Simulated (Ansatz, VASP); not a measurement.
Two plane-wave programs on BAs

The input INCAR:

```
PREC     = Accurate       # precision mode
ENCUT    = 500            # plane-wave cutoff, eV
EDIFF    = 1E-6           # SCF threshold, eV
ISMEAR   = -1             # smearing method
SIGMA    = 0.2            # smearing width, eV
LREAL    = False          # projectors in reciprocal space
LASPH    = True           # aspherical terms in the spheres
NELM     = 120            # most SCF steps
ALGO     = Normal         # electronic algorithm
ISIF     = 2              # what is computed and relaxed
LWAVE    = False          # write WAVECAR
LCHARG   = False          # write CHGCAR
NBANDS   = 11             # bands
GGA_COMPAT= False
```

File KPOINTS:

```
Automatic mesh
0
Gamma
  10 10 10
```

Contents of POSCAR:

```
BAs
1.0
    0.0000000000      2.3885000000      2.3885000000
    2.3168450000      0.0000000000      2.3885000000
    2.3168450000      2.3885000000      0.0000000000
B As
1 1
Direct
    0.0000000000      0.0000000000      0.0000000000
    0.7500000000      0.7500000000      0.7500000000
```

Input for Ansatz:

```yaml
crystal:
  lattice:
    - [0.0, 2.3885, 2.3885]
    - [2.316845, 0.0, 2.3885]
    - [2.316845, 2.3885, 0.0]
  atoms:
    - { symbol: B, position: [0.0, 0.0, 0.0] }
    - { symbol: As, position: [0.75, 0.75, 0.75] }
basis:
  ecutwfc: 420
kpoints:
  mp_grid: { grid: [10, 10, 10] }
hamiltonian:
  xc: lda
scf:
  occupations: { method: fermi_dirac, width: 0.2 }
output:
  forces: true
  stress: true
  eigenvalues: true
```

Change from the starting cell: strain -0.0300 x Voigt [1, 0, 0, 0, 0, 0], atoms carried along.

Alike in both runs: task single point; functional LDA; k mesh 10 × 10 × 10; occupations fermi-dirac, width 0.2 eV; no spin polarisation.

|  | VASP | Ansatz |
| --- | --- | --- |
| version | VASP 6.6.1 | Ansatz 0.2.0 |
| potentials or method | VASP PAW LDA potentials, release 64 (B, As), cutoff 500 eV | scalar-relativistic, plane waves, PAW |
| valence electrons in the cell | 8 | 18 |

```tsv
	VASP	Ansatz	Ansatz less VASP
gap on the k mesh at the Fermi level (eV)	0.63	0.64	+0.008
least direct gap on the mesh (eV)	2.97	2.97	+0.003
pressure (GPa)	1.3	0.3	-0.97
traceless stress, the component that is largest in VASP (GPa)	4.02	4.05	+0.028
```

LDA's correlation is that of Perdew and Zunger in VASP and of Perdew and Wang (1992) in Ansatz. VASP's potentials hold 8 valence electrons a cell and Ansatz's 18, so a difference there can come from the potentials and not from the codes.
